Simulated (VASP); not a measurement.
# ScGaN (P4/mmm) in VASP: single point with PBE

Aim: the single point of ScGaN with PBE.

Everything below comes from runs of VASP 6.6.1. Logs are shortened: lines on timing, memory, paths and dates and some standing lists are left out, and cuts for length are marked.

### 1 The cell of the first run

Symmetry: P4/mmm, No. 123, tetragonal system. The conventional cell has a = 3.511 Å, b = 3.511 Å, c = 3.584 Å, α = 90.00°, β = 90.00°, γ = 90.00°. Sc (site symmetry 4/mmm) has 4 N at 2.48 Å and 8 Ga at 3.06 Å within 3.3 Å. Ga (site symmetry 4/mmm) has 2 N at 1.79 Å within 2.4 Å. N (site symmetry 4/mmm) has 2 Ga at 1.79 Å within 2.4 Å.

### 2 Single point, PBE

Contents of INCAR:

```
ALGO = Normal
EDIFF = 1E-6
ENCUT = 520
GGA = PE
ISIF = 2
ISMEAR = 0
LASPH = True
LCHARG = True
LELF = True
LREAL = False
LVHAR = True
LWAVE = False
NBANDS = 22
NELM = 80
PREC = Accurate
SIGMA = 0.1
```

Contents of KPOINTS:

```
k-points
0
Gamma
  6 6 6
```

Contents of POSCAR:

```
ScGaN
1.0
    3.5114176500      0.0000000000      0.0000000000
    0.0000000000      3.5114176500      0.0000000000
    0.0000000000      0.0000000000      3.5836164000
Sc Ga N
1 1 1
Direct
    0.0000000000      0.0000000000      0.0000000000
    0.5000000000      0.5000000000      0.5000000000
    0.5000000000      0.5000000000      0.0000000000
```

Potentials or basis: VASP PAW PBE potentials, release 64 (Sc_sv, Ga_d, N).

The run is started by

```bash
cat potpaw_PBE.64/Sc_sv/POTCAR potpaw_PBE.64/Ga_d/POTCAR potpaw_PBE.64/N/POTCAR > POTCAR
mpirun -np 1 vasp_std > vasp.out
```

OUTCAR:

```text
EDIFF = 1E-6
   ENCUT = 520
   GGA = PE
   ISIF = 2
   ISMEAR = 0
   LASPH = True
   LREAL = False
   NELM = 80
   PREC = Accurate

 ion  position               nearest neighbor table
   1  0.000  0.000  0.000-   3 2.48   3 2.48   3 2.48   3 2.48   2 3.06   2 3.06   2 3.06   2 3.06
                             2 3.06   2 3.06   2 3.06   2 3.06
   2  0.500  0.500  0.500-   3 1.79   3 1.79   1 3.06   1 3.06   1 3.06   1 3.06   1 3.06   1 3.06
                             1 3.06   1 3.06
   3  0.500  0.500  0.000-   2 1.79   2 1.79   1 2.48   1 2.48   1 2.48   1 2.48

  LATTYP: Found a simple tetragonal cell.
 ALAT       =     3.5114176500
 C/A-ratio  =     1.0205611400

  Lattice vectors:

 A1 = (   3.5114176500,   0.0000000000,   0.0000000000)
 A2 = (   0.0000000000,   3.5114176500,   0.0000000000)
 A3 = (   0.0000000000,   0.0000000000,   3.5836164000)

Analysis of symmetry for initial positions (statically):
=====================================================================
 Subroutine PRICEL returns:
 Original cell was already a primitive cell.

 Routine SETGRP: Setting up the symmetry group for a
 simple tetragonal supercell.

 Subroutine GETGRP returns: Found 16 space group operations
 (whereof 16 operations were pure point group operations)
 out of a pool of 16 trial point group operations.

The static configuration has the point symmetry D_4h.

Analysis of symmetry for dynamics (positions and initial velocities):
=====================================================================
 Subroutine PRICEL returns:
 Original cell was already a primitive cell.

 Routine SETGRP: Setting up the symmetry group for a
 simple tetragonal supercell.

 Subroutine GETGRP returns: Found 16 space group operations
 (whereof 16 operations were pure point group operations)
 out of a pool of 16 trial point group operations.

The dynamic configuration has the point symmetry D_4h.

 Subroutine INISYM returns: Found 16 space group operations
 (whereof 16 operations are pure point group operations),
 and found     1 'primitive' translations

----------------------------------------------------------------------------------------

                                     Primitive cell

  volume of cell :      44.1862

  direct lattice vectors                    reciprocal lattice vectors
     3.511417650  0.000000000  0.000000000     0.284785263  0.000000000  0.000000000
     0.000000000  3.511417650  0.000000000     0.000000000  0.284785263  0.000000000
     0.000000000  0.000000000  3.583616400     0.000000000  0.000000000  0.279047724

  length of vectors
     3.511417650  3.511417650  3.583616400     0.284785263  0.284785263  0.279047724

  position of ions in fractional coordinates (direct lattice)
     0.000000000  0.000000000  0.000000000
     0.500000000  0.500000000  0.500000000
     0.500000000  0.500000000  0.000000000

  ion indices of the primitive-cell ions
   primitive index   ion index
                 1           1
                 2           2
                 3           3

----------------------------------------------------------------------------------------

 KPOINTS: k-points

Automatic generation of k-mesh.
 Grid dimensions read from file:
 generate k-points for:    6    6    6

 Generating k-lattice:

  Cartesian coordinates                     Fractional coordinates (reciprocal lattice)
     0.047464211  0.000000000  0.000000000     0.166666667  0.000000000  0.000000000
     0.000000000  0.047464211  0.000000000     0.000000000  0.166666667  0.000000000
     0.000000000  0.000000000  0.046507954     0.000000000  0.000000000  0.166666667

  Length of vectors
     0.047464211  0.047464211  0.046507954

  Shift w.r.t. Gamma in fractional coordinates (k-lattice)
     0.000000000  0.000000000  0.000000000

 Subroutine IBZKPT returns following result:
 ===========================================

 Found     40 irreducible k-points:

 Following reciprocal coordinates:
            Coordinates               Weight
  0.000000  0.000000  0.000000      1.000000
  0.166667  0.000000  0.000000      4.000000
  0.333333  0.000000  0.000000      4.000000
  0.500000  0.000000  0.000000      2.000000
  0.166667  0.166667  0.000000      4.000000
  0.333333  0.166667  0.000000      8.000000
[... 16 lines left out ...]
  0.333333  0.000000  0.333333      8.000000
  0.500000  0.000000  0.333333      4.000000
 [... further k-points ...]
   k-points           NKPTS =     40   k-points in BZ     NKDIM =     40   number of bands    NBANDS=     22
   number of dos      NEDOS =    301   number of ions     NIONS =      3
   total plane-waves  NPLWV =  21952
   dimension x,y,z NGX =    28 NGY =   28 NGZ =   28
   dimension x,y,z NGXF=    56 NGYF=   56 NGZF=   56
   ions per type =               1   1   1
   NGX,Y,Z   is equivalent  to a cutoff of  13.26, 13.26, 12.99 a.u.
   NGXF,Y,Z  is equivalent  to a cutoff of  26.51, 26.51, 25.98 a.u.
 SYSTEM =  unknown system
   PREC   = accura    normal or accurate (medium, high low for compatibility)
   ISTART =      0    job   : 0-new  1-cont  2-samecut
   ICHARG =      2    charge: 1-file 2-atom 10-const
   ISPIN  =      1    spin polarized calculation?
   LNONCOLLINEAR =      F non collinear calculations
   LSORBIT =      F    spin-orbit coupling
   LASPH  =      T    aspherical Exc in radial PAW
   ENCUT  =  520.0 eV  38.22 Ry    6.18 a.u.   6.53  6.53  6.66*2*pi/ulx,y,z
   NELM   =     80;   NELMIN=  2; NELMDL= -5     # of ELM steps
   EDIFF  = 0.1E-05   stopping-criterion for ELM
   LREAL  =      F    real-space projection
   EDIFFG = 0.1E-04   stopping-criterion for IOM
   NSW    =      0    number of steps for IOM
   IBRION =     -1    ionic relax: 0-MD 1-quasi-New 2-CG
   NFREE  =      0    steps in history (QN), initial steepest desc. (CG)
   ISIF   =      2    stress and relaxation
   ISYM   =      2    0-nonsym 1-usesym 2-fastsym
   POTIM  = 0.5000    time-step for ionic-motion
   TEBEG  =    0.0;   TEEND  =   0.0 temperature during run
   PSTRESS=    0.0 pullay stress
   NELECT =      29.0000    total number of electrons
   NUPDOWN=      -1.0000    fix difference up-down
   EMIN   =  10.00;   EMAX   =-10.00  energy-range for DOS
   EFERMI =   0.00;   METHOD = LEGACY
   ISMEAR =     0;   SIGMA  =   0.10  broadening in eV -4-tet -1-fermi 0-gaus
   EFERMI_NEDOS =   21; number of points for ismear=-14 and -15
   IALGO  =     38    algorithm
   IMIX   =      4    mixing-type and parameters
     AMIX     =   0.40;   BMIX     =  1.00
     AMIX_MAG =   1.60;   BMIX_MAG =  1.00
  volume/ion in A,a.u.               =      14.73        99.39
  Fermi-wavevector in a.u.,A,eV,Ry     =   1.422696  2.688505 27.539047  2.024063
  Thomas-Fermi vector in A             =   2.543372
   LORBIT       =      0    0 simple, 1 ext, 2 COOP (PROOUT), +10 PAW based schemes
   GGA     = PE    functional components
   LHFCALC =     F    Hartree Fock is set to
   AEXX    =    0.0000 exact exchange contribution
   IVDW    =     0    specifies the selected vdW correction
   LEPSILON=     F    determine dielectric tensor
   LRPA    =     F    only Hartree local field effects (RPA)
 non-spin polarized calculation
 Gauss-broadening in eV      SIGMA  =   0.10
  energy-cutoff  :      520.00
  volume of cell :       44.19
 maximum number of plane-waves:      1205
 NGX is ok and might be reduce to    28
   NGX = 13   NGY = 13   NGZ = 13

 number of electron      29.0000017 magnetization

 Free energy of the ion-electron system (eV)
  ---------------------------------------------------
  ext. energy  EPLUGINS =         0.00000000
  ---------------------------------------------------
  free energy    TOTEN  =       -18.56615365 eV

  energy without entropy =      -18.55617860  energy(sigma->0) =      -18.56116613

 E-fermi :   6.1972     XC(G=0): -11.1694

 val. band max:        6.1838518651   @ k =   0.5000   0.5000   0.1667
 cond. band min:       6.2256622481   @ k =   0.1667   0.0000   0.1667
 fundamental gap:      0.0418103830
 Fermi energy:         6.1972408491

 k-point     1 :       0.0000    0.0000    0.0000
  band No.  band energies     occupation
      1     -43.9977      2.00000
      2     -22.6317      2.00000
      3     -22.6317      2.00000
      4     -22.4676      2.00000
      5     -11.7368      2.00000
      6      -9.0088      2.00000
[... 14 lines left out ...]
     21      12.3129      0.00000
     22      12.3129      0.00000

 k-point     2 :       0.1667    0.0000    0.0000
  band No.  band energies     occupation
      1     -43.9955      2.00000
      2     -22.6672      2.00000
      3     -22.6276      2.00000
      4     -22.4649      2.00000
      5     -11.6708      2.00000
      6      -8.9962      2.00000
[... 14 lines left out ...]
     21      12.5482      0.00000
     22      12.7670      0.00000

 k-point     3 :       0.3333    0.0000    0.0000
  band No.  band energies     occupation
      1     -43.9910      2.00000
      2     -22.7374      2.00000
      3     -22.6196      2.00000
      4     -22.4597      2.00000
      5     -11.5405      2.00000
      6      -8.9721      2.00000
[... 14 lines left out ...]
     21      12.9004      0.00000
     22      13.2201      0.00000

 k-point     4 :       0.5000    0.0000    0.0000
  band No.  band energies     occupation
      1     -43.9888      2.00000
      2     -22.7720      2.00000
      3     -22.6155      2.00000
      4     -22.4570      2.00000
      5     -11.4763      2.00000
      6      -8.9671      2.00000
[... 14 lines left out ...]
     21      12.6806      0.00000
     22      14.1855      0.00000

 k-point     5 :       0.1667    0.1667    0.0000
  band No.  band energies     occupation
      1     -43.9933      2.00000
      2     -22.6664      2.00000
      3     -22.6571      2.00000
      4     -22.4623      2.00000
      5     -11.6258      2.00000
      6      -8.9831      2.00000
[... 14 lines left out ...]
     21      10.9279      0.00000
     22      14.6611      0.00000

 k-point     6 :       0.3333    0.1667    0.0000
  band No.  band energies     occupation
      1     -43.9889      2.00000
      2     -22.7294      2.00000
      3     -22.6504      2.00000
      4     -22.4571      2.00000
      5     -11.5378      2.00000
      6      -8.9711      2.00000
[... 14 lines left out ...]
     21      11.3660      0.00000
     22      14.1476      0.00000

 k-point     7 :       0.5000    0.1667    0.0000
  band No.  band energies     occupation
      1     -43.9867      2.00000
      2     -22.7624      2.00000
      3     -22.6452      2.00000
      4     -22.4544      2.00000
      5     -11.4947      2.00000
      6      -8.9766      2.00000
[... 324 lines left out ...]
      6      -9.0010      2.00000
[... 14 lines left out ...]
     21       9.7637      0.00000
     22      10.2011      0.00000

 k-point    21 :       0.0000    0.0000    0.3333
  band No.  band energies     occupation
      1     -43.9931      2.00000
      2     -22.6263      2.00000
      3     -22.6263      2.00000
      4     -22.5351      2.00000
      5     -10.7551      2.00000
      6      -9.0032      2.00000
[... 14 lines left out ...]
     21      12.6742      0.00000
     22      12.6742      0.00000

 k-point    22 :       0.1667    0.0000    0.3333
  band No.  band energies     occupation
      1     -43.9910      2.00000
      2     -22.6603      2.00000
      3     -22.6222      2.00000
      4     -22.5313      2.00000
      5     -10.6928      2.00000
      6      -9.0003      2.00000
[... 14 lines left out ...]
     21      11.7702      0.00000
     22      12.4910      0.00000

 k-point    23 :       0.3333    0.0000    0.3333
  band No.  band energies     occupation
      1     -43.9866      2.00000
      2     -22.7274      2.00000
      3     -22.6139      2.00000
      4     -22.5237      2.00000
      5     -10.5719      2.00000
      6      -9.0242      2.00000
[... 14 lines left out ...]
     21      12.0279      0.00000
     22      12.3745      0.00000

 k-point    24 :       0.5000    0.0000    0.3333
  band No.  band energies     occupation
      1     -43.9844      2.00000
      2     -22.7606      2.00000
      3     -22.6098      2.00000
      4     -22.5199      2.00000
      5     -10.5136      2.00000
      6      -9.0349      2.00000
[... 14 lines left out ...]
     21      11.7311      0.00000
     22      13.0465      0.00000

 [... further k-points ...]
[... 5 lines left out ...]
  --------------------------------------------------------------------------------------
  -------------------------------------------------------------------------------------
  Total       -4.0402824     -4.0402824     10.6396650      0.0000000     -0.0000000     -0.0000000
  in kB     -146.4993906   -146.4993906    385.7909599      0.0000000     -0.0000000     -0.0000000
  external PRESSURE =      30.9307262 kB  Pullay stress =       0.0000000 kB

 VOLUME and BASIS-vectors are now :
 -----------------------------------------------------------------------------
  energy-cutoff  :      520.00
  volume of cell :       44.19
      direct lattice vectors                 reciprocal lattice vectors
     3.511417650  0.000000000  0.000000000     0.284785263  0.000000000  0.000000000
     0.000000000  3.511417650  0.000000000     0.000000000  0.284785263  0.000000000
     0.000000000  0.000000000  3.583616400     0.000000000  0.000000000  0.279047724

 POSITION                                       TOTAL-FORCE (eV/Angst)
 -----------------------------------------------------------------------------------
      0.00000      0.00000      0.00000         0.000000      0.000000      0.000000
      1.75571      1.75571      1.79181         0.000000      0.000000      0.000000
      1.75571      1.75571      0.00000         0.000000      0.000000      0.000000
 -----------------------------------------------------------------------------------
    total drift:                                0.000000      0.000000      0.000000

  FREE ENERGIE OF THE ION-ELECTRON SYSTEM (eV)
  ---------------------------------------------------
  free  energy   TOTEN  =       -18.5661536531 eV

  energy  without entropy=      -18.5561786035  energy(sigma->0) =      -18.56116613
```

It took 27 s on 1 thread of Intel Xeon Platinum 8375C at 2.90GHz (Ice Lake), shared host; peak memory 0.18 GiB.

Results:

```yaml
Free_energy: -18.5662 eV
Pressure: 3.1 GPa
```

Levels at points of the mesh, in eV from the Fermi level:
| k point | band 12 | band 13 | band 14 | band 15 | band 16 | band 17 | band 18 | band 19 |
| --- | --- | --- | --- | --- | --- | --- | --- | --- |
| (0.00, 0.00, 0.00) | -4.42 | -3.83 | -3.83 | -0.70 | 1.77 | 1.83 | 2.07 | 2.07 |
| (0.50, 0.00, 0.00) | -6.24 | -4.74 | -1.72 | -1.45 | 1.94 | 2.10 | 2.19 | 4.14 |
| (0.50, 0.50, 0.00) | -5.61 | -5.61 | -0.49 | 0.62 | 1.17 | 1.17 | 2.35 | 2.35 |
| (0.00, 0.00, 0.50) | -2.85 | -2.85 | -0.25 | 0.29 | 0.29 | 1.10 | 1.85 | 2.17 |
| (0.50, 0.00, 0.50) | -5.17 | -3.91 | -2.37 | 0.96 | 1.39 | 2.19 | 3.08 | 4.19 |
| (0.50, 0.50, 0.50) | -4.02 | -4.02 | -2.71 | -2.71 | 2.51 | 2.78 | 2.79 | 3.12 |
